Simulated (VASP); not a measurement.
Set up this calculation in VASP 6.6.1, as the native input.

| Quantity | Value |
| --- | --- |
| Task | relaxation of cell and atoms |
| Functional | PBE |
| Potentials or basis | VASP PAW PBE potentials, release 64 (Sn_d, Se) |
| Cutoff | 600 eV |
| k mesh | 8 × 8 × 8 |
| Occupations | gaussian, width 0.02 eV |
| Spin | no spin polarisation |
| Dipole correction | no |
| Further INCAR settings | ALGO = Normal; EDIFF = 1e-06; IBRION = 2; EDIFFG = -0.01; NSW = 100; ISIF = 3 |

The structure of SnSe lies in POSCAR:

```
SnSe
1.0
    5.1733482413      0.0000000000      0.0000000000
    0.0000000000      5.1733482413      0.0000000000
    0.0000000000      0.0000000000      4.4256155057
Sn Se
2 2
Direct
    0.0000000000      0.5000000000      0.2877769196
    0.5000000000      0.0000000000      0.7122230804
    0.0000000000      0.0000000000      0.0000000000
    0.5000000000      0.5000000000      0.0000000000
```

The input as run:

INCAR

```
SYSTEM = SnSe
PREC     = Accurate       ! precision mode
ENCUT    = 600            ! plane-wave cutoff, eV
EDIFF    = 1E-6           ! SCF threshold, eV
ISMEAR   = 0              ! smearing method
SIGMA    = 0.02           ! smearing width, eV
LREAL    = .False.        ! projectors in reciprocal space
LASPH    = .True.         ! aspherical terms in the spheres
NELM     = 100            ! most SCF steps
ALGO     = Normal         ! electronic algorithm
ISIF     = 3              ! what is computed and relaxed
LWAVE    = .False.        ! write WAVECAR
LCHARG   = .False.        ! write CHGCAR
GGA      = PE             ! functional
IBRION   = 2              ! ionic algorithm
NSW      = 100            ! ionic steps
EDIFFG   = -0.01          ! ionic threshold
```

KPOINTS

```
regular mesh
0
Gamma
  8 8 8
  0 0 0
```

Potentials or basis: VASP PAW PBE potentials, release 64 (Sn_d, Se).

Launch:

```console
$ cat potpaw_PBE.64/Sn_d/POTCAR potpaw_PBE.64/Se/POTCAR > POTCAR
$ mpirun -np 1 vasp_std > vasp.out
```

Results of the run:

```
Relaxed volume                         : 29.66 Å³/atom
Relaxed cell                           : a = 5.176 Å, b = 5.176 Å, c = 4.428 Å, α = 90.00°, β = 90.00°, γ = 90.00°
Space group after relaxing (to 0.05 Å) : P4/nmm (No. 129)
Energy gained by relaxing              : 0.0 meV/atom
Ionic steps                            : 2
Pressure after relaxing                : 0.0 GPa
Largest force after relaxing           : 0.009 eV/Å
Band gap on the k mesh                 : 0.44 eV, indirect (least direct gap 0.64 eV)
```

Caveat: spin-orbit coupling is left out, which moves the levels of the heavy elements.

Wall time 5 min on 1 thread of Intel(R) Xeon(R) Platinum 8259CL CPU @ 2.50GHz (Skylake/Cascade Lake) (shared host), peak memory 0.41 GiB.
